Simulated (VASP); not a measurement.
# Si in VASP: single point with PBE+D3(BJ)

Aim: the single point of Si with PBE+D3(BJ).

Everything below comes from runs of VASP 6.6.1. Logs are shortened: lines on timing, memory, paths and dates and some standing lists are left out, and cuts for length are marked.

### 1 The cell of the first run

The cell holds a slab with vacuum, 4 atoms: a = 3.847 Å, b = 3.847 Å, c = 18.445 Å, α = 90.00°, β = 90.00°, γ = 120.00°.

### 2 Single point, PBE+D3(BJ)

INCAR reads:

```
ALGO = Normal
DIPOL = 0.5 0.5 0.374
EDIFF = 1E-6
ENCUT = 400
GGA = PE
GGA_COMPAT = False
IDIPOL = 3
ISIF = 2
ISMEAR = 0
IVDW = 12
LASPH = True
LCHARG = False
LDIPOL = True
LREAL = False
LWAVE = False
NBANDS = 16
NELM = 120
NELMDL = -8
PREC = Accurate
SIGMA = 0.1
```

KPOINTS reads:

```
k-points
0
Gamma
  9 9 1
```

POSCAR reads:

```
Si
1.0
    3.8472023567      0.0000000000      0.0000000000
   -1.9236011784      3.3317749744      0.0000000000
    0.0000000000      0.0000000000     18.4446971473
Si
4
Direct
    0.3333333333      0.6666666667      0.2695814702
    0.6666666667      0.3333333333      0.2439725610
    0.6666666667      0.8333333333      0.5039224593
    0.3333333333      1.1666666667      0.4783135501
```

Potentials or basis: VASP PAW PBE potentials, release 64 (Si).

The run is started by

```
$ cat potpaw_PBE.64/Si/POTCAR > POTCAR
$ mpirun -np 1 vasp_std > vasp.out
```

OUTCAR:

```text
EDIFF = 1E-6
   ENCUT = 400
   GGA = PE
   ISIF = 2
   ISMEAR = 0
   IVDW = 12
   LASPH = True
   LREAL = False
   NELM = 120
   NELMDL = -8
   PREC = Accurate
 IVDW          = 12

 ion  position               nearest neighbor table
   1  0.333  0.667  0.270-   2 2.27   2 2.27   2 2.27
   2  0.667  0.333  0.244-   1 2.27   1 2.27   1 2.27
   3  0.667  0.833  0.504-   4 2.27   4 2.27   4 2.27
   4  0.333  0.167  0.478-   3 2.27   3 2.27   3 2.27

  LATTYP: Found a hexagonal cell.
 ALAT       =     3.8472023567
 C/A-ratio  =     4.7943142671

  Lattice vectors:

 A1 = (   3.8472023567,   0.0000000000,   0.0000000000)
 A2 = (  -1.9236011784,   3.3317749744,   0.0000000000)
 A3 = (   0.0000000000,   0.0000000000,  18.4446971473)

Analysis of symmetry for initial positions (statically):
=====================================================================
 Subroutine PRICEL returns:
 Original cell was already a primitive cell.

 Routine SETGRP: Setting up the symmetry group for a
 hexagonal supercell.

 Subroutine GETGRP returns: Found  4 space group operations
 (whereof  2 operations were pure point group operations)
 out of a pool of 24 trial point group operations.

The static configuration has the point symmetry C_1h.
 The point group associated with its full space group is C_2v.

Analysis of symmetry for dynamics (positions and initial velocities):
=====================================================================
 Subroutine PRICEL returns:
 Original cell was already a primitive cell.

 Routine SETGRP: Setting up the symmetry group for a
 hexagonal supercell.

 Subroutine GETGRP returns: Found  4 space group operations
 (whereof  2 operations were pure point group operations)
 out of a pool of 24 trial point group operations.

The dynamic configuration has the point symmetry C_1h.
 The point group associated with its full space group is C_2v.

 Subroutine INISYM returns: Found  4 space group operations
 (whereof  2 operations are pure point group operations),
 and found     1 'primitive' translations

----------------------------------------------------------------------------------------

                                     Primitive cell

  volume of cell :     236.4244

  direct lattice vectors                    reciprocal lattice vectors
     3.847202357  0.000000000  0.000000000     0.259929140  0.150070159  0.000000000
    -1.923601178  3.331774974  0.000000000     0.000000000  0.300140318  0.000000000
     0.000000000  0.000000000 18.444697147     0.000000000  0.000000000  0.054216125

  length of vectors
     3.847202357  3.847202357 18.444697147     0.300140318  0.300140318  0.054216125

  position of ions in fractional coordinates (direct lattice)
     0.333333333  0.666666667  0.269581470
     0.666666667  0.333333333  0.243972561
     0.666666667  0.833333333  0.503922459
     0.333333333  0.166666667  0.478313550

  ion indices of the primitive-cell ions
   primitive index   ion index
                 1           1
                 2           2
                 3           3
                 4           4

----------------------------------------------------------------------------------------

 KPOINTS: k-points

Automatic generation of k-mesh.
 Grid dimensions read from file:
 generate k-points for:    9    9    1

 Generating k-lattice:

  Cartesian coordinates                     Fractional coordinates (reciprocal lattice)
     0.028881016  0.016674462  0.000000000     0.111111111 -0.000000000  0.000000000
     0.000000000  0.033348924  0.000000000     0.000000000  0.111111111  0.000000000
     0.000000000  0.000000000  0.054216125     0.000000000  0.000000000  1.000000000

  Length of vectors
     0.033348924  0.033348924  0.054216125

  Shift w.r.t. Gamma in fractional coordinates (k-lattice)
     0.000000000  0.000000000  0.000000000

 Subroutine IBZKPT returns following result:
 ===========================================

 Found     25 irreducible k-points:

 Following reciprocal coordinates:
            Coordinates               Weight
  0.000000  0.000000  0.000000      1.000000
  0.111111  0.000000  0.000000      2.000000
  0.000000  0.111111  0.000000      4.000000
  0.222222  0.000000  0.000000      2.000000
  0.000000  0.222222  0.000000      4.000000
  0.333333 -0.000000  0.000000      2.000000
[... 16 lines left out ...]
 -0.222222 -0.444444  0.000000      4.000000
  0.444444  0.333333  0.000000      4.000000
   k-points           NKPTS =     25   k-points in BZ     NKDIM =     25   number of bands    NBANDS=     16
   number of dos      NEDOS =    301   number of ions     NIONS =      4
   total plane-waves  NPLWV =  94080
   dimension x,y,z NGX =    28 NGY =   28 NGZ =  120
   dimension x,y,z NGXF=    56 NGYF=   56 NGZF=  240
   ions per type =               4
   NGX,Y,Z   is equivalent  to a cutoff of  12.10, 12.10, 10.82 a.u.
   NGXF,Y,Z  is equivalent  to a cutoff of  24.20, 24.20, 21.63 a.u.
 SYSTEM =  unknown system
   PREC   = accura    normal or accurate (medium, high low for compatibility)
   ISTART =      0    job   : 0-new  1-cont  2-samecut
   ICHARG =      2    charge: 1-file 2-atom 10-const
   ISPIN  =      1    spin polarized calculation?
   LNONCOLLINEAR =      F non collinear calculations
   LSORBIT =      F    spin-orbit coupling
   LASPH  =      T    aspherical Exc in radial PAW
   ENCUT  =  400.0 eV  29.40 Ry    5.42 a.u.   6.27  6.27 30.08*2*pi/ulx,y,z
   NELM   =    120;   NELMIN=  2; NELMDL= -8     # of ELM steps
   EDIFF  = 0.1E-05   stopping-criterion for ELM
   LREAL  =      F    real-space projection
   EDIFFG = 0.1E-04   stopping-criterion for IOM
   NSW    =      0    number of steps for IOM
   IBRION =     -1    ionic relax: 0-MD 1-quasi-New 2-CG
   NFREE  =      0    steps in history (QN), initial steepest desc. (CG)
   ISIF   =      2    stress and relaxation
   ISYM   =      2    0-nonsym 1-usesym 2-fastsym
   POTIM  = 0.5000    time-step for ionic-motion
   TEBEG  =    0.0;   TEEND  =   0.0 temperature during run
   PSTRESS=    0.0 pullay stress
   NELECT =      16.0000    total number of electrons
   NUPDOWN=      -1.0000    fix difference up-down
   EMIN   =  10.00;   EMAX   =-10.00  energy-range for DOS
   EFERMI =   0.00;   METHOD = LEGACY
   ISMEAR =     0;   SIGMA  =   0.10  broadening in eV -4-tet -1-fermi 0-gaus
   EFERMI_NEDOS =   21; number of points for ismear=-14 and -15
   IALGO  =     38    algorithm
   IMIX   =      4    mixing-type and parameters
     AMIX     =   0.40;   BMIX     =  1.00
     AMIX_MAG =   1.60;   BMIX_MAG =  1.00
  volume/ion in A,a.u.               =      59.11       398.87
  Fermi-wavevector in a.u.,A,eV,Ry     =   0.667141  1.260713  6.055636  0.445077
  Thomas-Fermi vector in A             =   1.741657
   LORBIT       =      0    0 simple, 1 ext, 2 COOP (PROOUT), +10 PAW based schemes
   GGA     = PE    functional components
   LHFCALC =     F    Hartree Fock is set to
   AEXX    =    0.0000 exact exchange contribution
   IVDW    =    12    specifies the selected vdW correction
   LEPSILON=     F    determine dielectric tensor
   LRPA    =     F    only Hartree local field effects (RPA)
 non-spin polarized calculation
 Gauss-broadening in eV      SIGMA  =   0.10
  energy-cutoff  :      400.00
  volume of cell :      236.42
 maximum number of plane-waves:      4311
 NGX is ok and might be reduce to    28
   NGX = 13   NGY = 13   NGZ = 61

 dipolmoment           0.000000      0.000000      0.000066 electrons x Angstroem

 number of electron      15.9999999 magnetization

 dipolmoment           0.000000      0.000000     -0.000003 electrons x Angstroem

 Free energy of the ion-electron system (eV)
  ---------------------------------------------------
  ext. energy  EPLUGINS =         0.00000000
  ---------------------------------------------------
  free energy    TOTEN  =       -19.17549843 eV

  energy without entropy =      -19.17499539  energy(sigma->0) =      -19.17524691

 E-fermi :  -1.0362     XC(G=0):  -4.2097

 val. band max:       -1.1670360059   @ k =   0.3333   0.3333   0.0000
 cond. band min:      -0.9053451459   @ k =   0.3333   0.3333   0.0000
 fundamental gap:      0.2616908600
 Fermi energy:        -1.0361888782

 k-point     1 :       0.0000    0.0000    0.0000
  band No.  band energies     occupation
      1     -12.1704      2.00000
      2     -12.0506      2.00000
      3      -4.6791      2.00000
      4      -3.7307      2.00000
      5      -2.2211      2.00000
      6      -2.2016      2.00000
[... 8 lines left out ...]
     15       2.0925      0.00000
     16       2.5645      0.00000

 k-point     2 :       0.1111    0.0000    0.0000
  band No.  band energies     occupation
      1     -12.0247      2.00000
      2     -11.9053      2.00000
      3      -4.5691      2.00000
      4      -3.6951      2.00000
      5      -3.1884      2.00000
      6      -3.0769      2.00000
[... 8 lines left out ...]
     15       2.6176      0.00000
     16       2.6587      0.00000

 k-point     3 :       0.0000    0.1111    0.0000
  band No.  band energies     occupation
      1     -12.0245      2.00000
      2     -11.9054      2.00000
      3      -4.5635      2.00000
      4      -3.7114      2.00000
      5      -3.1434      2.00000
      6      -3.1125      2.00000
[... 8 lines left out ...]
     15       2.5724      0.00000
     16       2.6457      0.00000
[... 362 lines left out ...]
 k-point    23 :      -0.2222   -0.4444    0.0000
  band No.  band energies     occupation
      1      -9.6544      2.00000
      2      -9.5819      2.00000
      3      -8.1163      2.00000
      4      -8.0198      2.00000
      5      -5.0940      2.00000
      6      -5.0267      2.00000
[... 8 lines left out ...]
     15       4.7586      0.00000
     16       5.1285      0.00000

 k-point    24 :       0.4444    0.3333    0.0000
  band No.  band energies     occupation
      1      -9.6582      2.00000
      2      -9.5790      2.00000
      3      -8.0781      2.00000
      4      -8.0580      2.00000
      5      -5.0825      2.00000
      6      -5.0371      2.00000
[... 8 lines left out ...]
     15       4.6900      0.00000
     16       5.0904      0.00000

 [... further k-points ...]

------------------------ aborting loop because EDIFF is reached ----------------------------------------

 vacuum level on the upper side and lower side of the slab       (xc-potential included)        -0.122        -0.123

 Edisp (eV)   -0.98579

 E8    (eV) :    -0.4191

  FORCE on cell =-STRESS in cart. coord.  units (eV):
  Direction    XX          YY          ZZ          XY          YZ          ZX
  --------------------------------------------------------------------------------------
  -------------------------------------------------------------------------------------
  Total      -0.18430    -0.13142    -0.88017    -0.04579    -0.00000     0.00000
  in kB      -1.24892    -0.89060    -5.96466    -0.31032    -0.00000     0.00000
  external pressure =       -2.70 kB  Pullay stress =        0.00 kB

 VOLUME and BASIS-vectors are now :
 -----------------------------------------------------------------------------
  energy-cutoff  :      400.00
  volume of cell :      236.42
      direct lattice vectors                 reciprocal lattice vectors
     3.847202357  0.000000000  0.000000000     0.259929140  0.150070159  0.000000000
    -1.923601178  3.331774974  0.000000000     0.000000000  0.300140318  0.000000000
     0.000000000  0.000000000 18.444697147     0.000000000  0.000000000  0.054216125

 POSITION                                       TOTAL-FORCE (eV/Angst)
 -----------------------------------------------------------------------------------
     -0.00000      2.22118      4.97235         0.002803      0.001618      0.166636
      1.92360      1.11059      4.50000        -0.002803     -0.001618      0.044961
      0.96180      2.77648      9.29470        -0.002803     -0.001618     -0.044961
      0.96180      0.55530      8.82235         0.002803      0.001618     -0.166636
 -----------------------------------------------------------------------------------
    total drift:                                0.000006      0.000003     -0.000013

  FREE ENERGIE OF THE ION-ELECTRON SYSTEM (eV)
  ---------------------------------------------------
  free  energy   TOTEN  =       -20.1612841949 eV

  energy  without entropy=      -20.1607811515  energy(sigma->0) =      -20.16103267

 vacuum level on the upper side and lower side of the slab         3.526         3.527
```

Run time: 2.2 min. Hardware: 1 thread of Intel Xeon 6975P-C, shared host; peak memory 0.3 GiB.

Results:

```
Free energy                : -20.1613 eV
Largest force              : 0.167 eV/Å
Band gap on the k mesh     : 0.26 eV, direct
Dispersion energy per atom : -0.246 eV
```

Forces on the atoms (eV/Å):
```
Si   0.003  0.002  0.167
Si  -0.003 -0.002  0.045
Si  -0.003 -0.002 -0.045
Si   0.003  0.002 -0.167
```

Levels at points of the mesh, in eV from the valence-band top:
```tsv
k point	band 6	band 7	band 8	band 9	band 10	band 11
(0.00, 0.00, 0.00)	-1.03	-1.01	-0.99	2.18	2.24	2.41
```
